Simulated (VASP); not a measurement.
Wanted: the native input for a VASP 6.6.1 run.

- Task: single point
- Functional: PBE
- Potentials or basis: VASP PAW PBE potentials, release 64 (In_d, Te, S)
- Cutoff: 520 eV
- k mesh: 4 × 4 × 4
- Occupations: gaussian, width 0.1 eV
- Spin: no spin polarisation
- Dipole correction: no
- Further INCAR settings: ALGO = Normal; EDIFF = 1e-06; NBANDS = 41

The structure of In4TeS lies in POSCAR:

```
In4TeS
1.0
    5.0071290842     -5.1951938333      0.0000000000
    5.0071290842      5.1951938333      0.0000000000
    0.0000000000      0.0000000000      4.5783846558
In Te S
4 1 1
Direct
    0.8219386483      0.1780613517      0.5000000000
    0.2840100474      0.2840100474      0.0000000000
    0.7159899526      0.7159899526      0.0000000000
    0.1780613517      0.8219386483      0.5000000000
    0.5000000000      0.5000000000      0.5000000000
    0.0000000000      0.0000000000      0.0000000000
```

The cell was generated, and may not be a known phase.

One way to write it, as run:

INCAR

```
ALGO = Normal
EDIFF = 1E-6
ENCUT = 520
GGA = PE
ISIF = 2
ISMEAR = 0
LASPH = True
LCHARG = True
LELF = True
LREAL = False
LVHAR = True
LWAVE = False
NBANDS = 41
NELM = 100
PREC = Accurate
SIGMA = 0.1
```

KPOINTS

```
k-points
0
Gamma
  4 4 4
```

Potentials or basis: VASP PAW PBE potentials, release 64 (In_d, Te, S).

Command:

```console
$ cat potpaw_PBE.64/In_d/POTCAR potpaw_PBE.64/Te/POTCAR potpaw_PBE.64/S/POTCAR > POTCAR
$ mpirun -np 1 vasp_std > vasp.out
```

It gave:

```json
{
  "Pressure": "0.0 GPa",
  "Largest force": "0.033 eV/Å",
  "Band gap on the k mesh": "zero (bands 32 and 33 overlap by 1.34 eV)"
}
```

Caveat: spin-orbit coupling is left out, which moves the levels of the heavy elements.

Run time: 2.2 min on 1 thread of Intel(R) Xeon(R) 6975P-C (Granite Rapids), with other jobs on the host, peak memory 0.41 GiB.
